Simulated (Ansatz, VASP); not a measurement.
One calculation of MgO, two programs

```
CELL_PARAMETERS angstrom
0.00000 2.28201 2.28201
2.28201 0.00000 2.28201
2.28201 2.28201 0.00000
ATOMIC_POSITIONS crystal
Mg 0.00000 0.00000 0.00000
O 0.25000 0.25000 0.25000
```

Alike in both runs: task single point; functional r2SCAN; k mesh 6 × 6 × 6; occupations methfessel-paxton of order 1, width 0.5 eV; no spin polarisation.

```csv
,VASP,Ansatz
version,VASP 6.6.1,Ansatz 0.2.0
potentials or method,"VASP PAW PBE potentials, release 64 (Mg_sv, O)",plane waves
plane-wave cutoff (eV),750,500
valence electrons in the cell,16,16
```

|  | VASP | Ansatz | Ansatz less VASP |
| --- | --- | --- | --- |
| pressure (GPa) | -0.2 | 0.0 | +0.26 |

VASP's potentials were made for PBE, not for r2SCAN.
